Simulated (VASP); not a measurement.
# HfO2 (Fm-3m) in VASP: notebook, part 2 of 2

VASP 6.6.1. Earlier steps stand in the parts before.

### Step 3. Electric field gradients, LDA (volume scaled by 1.04)

File INCAR:

```
SYSTEM = HfO2
  PREC = Accurate
  ENCUT = 520
  EDIFF = 1E-8
  ISMEAR = -1
  SIGMA = 0.01
  LREAL = .FALSE.
  LASPH = .TRUE.
  NELM = 100
  ALGO = Normal
  ISIF = 2
  LWAVE = .FALSE.
  LCHARG = .FALSE.
  LEFG = .TRUE.
  NBANDS = 18
```

File KPOINTS:

```
regular mesh
0
G
  9 9 9
  0 0 0
```

File POSCAR:

```
HfO2
1.0
    0.0000000000      2.5911551753      2.5911551753
    2.5911551753      0.0000000000      2.5911551753
    2.5911551753      2.5911551753      0.0000000000
Hf O
1 2
Direct
    0.0000000000      0.0000000000      0.0000000000
    0.2500000000      0.2500000000      0.2500000000
    0.7500000000      0.7500000000      0.7500000000
```

Potentials or basis: VASP PAW LDA potentials, release 64 (Hf_pv, O).

Run with:

```console
cat potpaw_LDA.64/Hf_pv/POTCAR potpaw_LDA.64/O/POTCAR > POTCAR
mpirun -np 1 vasp_std > vasp.out
```

OUTCAR:

```text
SYSTEM = HfO2
   PREC = Accurate
   ENCUT = 520
   EDIFF = 1E-8
   ISMEAR = -1
   LREAL = .FALSE.
   LASPH = .TRUE.
   NELM = 100
   ISIF = 2

 ion  position               nearest neighbor table
   1  0.000  0.000  0.000-   3 2.24   3 2.24   3 2.24   2 2.24   3 2.24   2 2.24   2 2.24   2 2.24

   2  0.250  0.250  0.250-   1 2.24   1 2.24   1 2.24   1 2.24
   3  0.750  0.750  0.750-   1 2.24   1 2.24   1 2.24   1 2.24

  LATTYP: Found a face centered cubic cell.
 ALAT       =     5.1823103506

  Lattice vectors:

 A1 = (   0.0000000000,   2.5911551753,   2.5911551753)
 A2 = (   2.5911551753,   0.0000000000,   2.5911551753)
 A3 = (   2.5911551753,   2.5911551753,   0.0000000000)

Analysis of symmetry for initial positions (statically):
=====================================================================
 Subroutine PRICEL returns:
 Original cell was already a primitive cell.

 Routine SETGRP: Setting up the symmetry group for a
 face centered cubic supercell.

 Subroutine GETGRP returns: Found 48 space group operations
 (whereof 48 operations were pure point group operations)
 out of a pool of 48 trial point group operations.

The static configuration has the point symmetry O_h .

Analysis of symmetry for dynamics (positions and initial velocities):
=====================================================================
 Subroutine PRICEL returns:
 Original cell was already a primitive cell.

 Routine SETGRP: Setting up the symmetry group for a
 face centered cubic supercell.

 Subroutine GETGRP returns: Found 48 space group operations
 (whereof 48 operations were pure point group operations)
 out of a pool of 48 trial point group operations.

The dynamic configuration has the point symmetry O_h .

 Subroutine INISYM returns: Found 48 space group operations
 (whereof 48 operations are pure point group operations),
 and found     1 'primitive' translations

----------------------------------------------------------------------------------------

                                     Primitive cell

  volume of cell :      34.7945

  direct lattice vectors                    reciprocal lattice vectors
     0.000000000  2.591155175  2.591155175    -0.192964128  0.192964128  0.192964128
     2.591155175  0.000000000  2.591155175     0.192964128 -0.192964128  0.192964128
     2.591155175  2.591155175  0.000000000     0.192964128  0.192964128 -0.192964128

  length of vectors
     3.664446791  3.664446791  3.664446791     0.334223674  0.334223674  0.334223674

  position of ions in fractional coordinates (direct lattice)
     0.000000000  0.000000000  0.000000000
     0.250000000  0.250000000  0.250000000
     0.750000000  0.750000000  0.750000000

  ion indices of the primitive-cell ions
   primitive index   ion index
                 1           1
                 2           2
                 3           3

[... 77 lines left out ...]
   ISIF   =      2    stress and relaxation
   ISYM   =      2    0-nonsym 1-usesym 2-fastsym
   POTIM  = 0.5000    time-step for ionic-motion
   TEBEG  =    0.0;   TEEND  =   0.0 temperature during run
   PSTRESS=    0.0 pullay stress
   NELECT =      22.0000    total number of electrons
   NUPDOWN=      -1.0000    fix difference up-down
   EMIN   =  10.00;   EMAX   =-10.00  energy-range for DOS
   EFERMI =   0.00;   METHOD = LEGACY
   ISMEAR =    -1;   SIGMA  =   0.01  broadening in eV -4-tet -1-fermi 0-gaus
   EFERMI_NEDOS =   21; number of points for ismear=-14 and -15
   IALGO  =     38    algorithm
   IMIX   =      4    mixing-type and parameters
     AMIX     =   0.40;   BMIX     =  1.00
     AMIX_MAG =   1.60;   BMIX_MAG =  1.00
  volume/ion in A,a.u.               =      11.60        78.27
  Fermi-wavevector in a.u.,A,eV,Ry     =   1.405116  2.655285 26.862691  1.974352
  Thomas-Fermi vector in A             =   2.527610
   LORBIT       =      0    0 simple, 1 ext, 2 COOP (PROOUT), +10 PAW based schemes
   GGA     = CA    functional components
   LHFCALC =     F    Hartree Fock is set to
   AEXX    =    0.0000 exact exchange contribution
   IVDW    =     0    specifies the selected vdW correction
   LEPSILON=     F    determine dielectric tensor
   LRPA    =     F    only Hartree local field effects (RPA)
 non-spin polarized calculation
  energy-cutoff  :      520.00
  volume of cell :       34.79
 maximum number of plane-waves:       954
   NGX = 13   NGY = 13   NGZ = 13

 number of electron      21.9999997 magnetization

 Free energy of the ion-electron system (eV)
  ---------------------------------------------------
  ext. energy  EPLUGINS =         0.00000000
  ---------------------------------------------------
  free energy    TOTEN  =       -32.71947056 eV

  energy without entropy =      -32.71947056  energy(sigma->0) =      -32.71947056

 E-fermi :   3.6915     XC(G=0): -11.9730

 val. band max:        3.4444280632   @ k =  -0.4444   0.4444   0.0000
 cond. band min:       6.9663778092   @ k =   0.4444   0.4444   0.0000
 fundamental gap:      3.5219497460
 Fermi energy:         3.6915089224

 k-point     1 :       0.0000    0.0000    0.0000
  band No.  band energies     occupation
      1     -26.2974      2.00000
      2     -26.2974      2.00000
      3     -26.2974      2.00000
      4     -14.5774      2.00000
      5     -11.7439      2.00000
      6      -1.5227      2.00000
[... 481 lines left out ...]
      5     -12.7316      2.00000
      6      -2.5383      2.00000
[... 10 lines left out ...]
     17      14.6615      0.00000
     18      15.6939      0.00000

 [... further k-points ...]

------------------------ aborting loop because EDIFF is reached ----------------------------------------

  FORCE on cell =-STRESS in cart. coord.  units (eV):
  Direction    XX          YY          ZZ          XY          YZ          ZX
  --------------------------------------------------------------------------------------
  -------------------------------------------------------------------------------------
  Total       -5.7701488     -5.7701488     -5.7701488      0.0000000      0.0000000     -0.0000000
  in kB     -265.6974176   -265.6974176   -265.6974176      0.0000000      0.0000000     -0.0000000
  external PRESSURE =    -265.6974176 kB  Pullay stress =       0.0000000 kB

 VOLUME and BASIS-vectors are now :
 -----------------------------------------------------------------------------
  energy-cutoff  :      520.00
  volume of cell :       34.79
      direct lattice vectors                 reciprocal lattice vectors
     0.000000000  2.591155175  2.591155175    -0.192964128  0.192964128  0.192964128
     2.591155175  0.000000000  2.591155175     0.192964128 -0.192964128  0.192964128
     2.591155175  2.591155175  0.000000000     0.192964128  0.192964128 -0.192964128

 POSITION                                       TOTAL-FORCE (eV/Angst)
 -----------------------------------------------------------------------------------
      0.00000      0.00000      0.00000         0.000000      0.000000      0.000000
      1.29558      1.29558      1.29558        -0.000000     -0.000000     -0.000000
      3.88673      3.88673      3.88673         0.000000      0.000000      0.000000
 -----------------------------------------------------------------------------------
    total drift:                                0.000000      0.000000      0.000000

  FREE ENERGIE OF THE ION-ELECTRON SYSTEM (eV)
  ---------------------------------------------------
  free  energy   TOTEN  =       -32.7194705554 eV

  energy  without entropy=      -32.7194705554  energy(sigma->0) =      -32.71947056

 Electric field gradients (V/A^2)
---------------------------------------------------------------------
 ion       V_xx      V_yy      V_zz      V_xy      V_xz      V_yz
---------------------------------------------------------------------
   1       0.000     0.000    -0.000    -0.000    -0.000    -0.000
   2       0.000    -0.000    -0.000     0.000     0.000     0.000
   3      -0.000    -0.000    -0.000     0.000     0.000     0.000
---------------------------------------------------------------------

 Electric field gradients after diagonalization (V/A^2)
 (convention: |V_zz| > |V_xx| > |V_yy|)
----------------------------------------------------------------------
 ion       V_xx      V_yy      V_zz     asymmetry (V_yy - V_xx)/ V_zz
----------------------------------------------------------------------
   1       0.000     0.000    -0.001       0.000
   2      -0.000    -0.000     0.000       0.000
   3      -0.000    -0.000     0.000       0.000
----------------------------------------------------------------------

           NMR quadrupolar parameters

 Cq : quadrupolar parameter    Cq=e*Q*V_zz/h
 eta: asymmetry parameters     (V_yy - V_xx)/ V_zz
 Q  : nuclear electric quadrupole moment in mb (millibarn)
----------------------------------------------------------------------
 ion       Cq(MHz)       eta       Q (mb)
----------------------------------------------------------------------
   1      -0.000       0.000       1.000
   2       0.000       0.000       1.000
   3       0.000       0.000       1.000
----------------------------------------------------------------------
```

It took 17 s on 1 thread of Intel Xeon 6975P-C, shared host; peak memory 0.15 GiB.

What came out:

- Free energy: -32.7195 eV
- Pressure: -26.6 GPa
- Band gap on the k mesh: 3.52 eV, indirect (least direct gap 3.64 eV)

Caveat: without QUAD_EFG the Cq values of the log hold for a quadrupole moment of 1 mb, not for the nuclei; spin-orbit coupling is left out, which moves the levels of the heavy elements. A k mesh can miss the band edges.
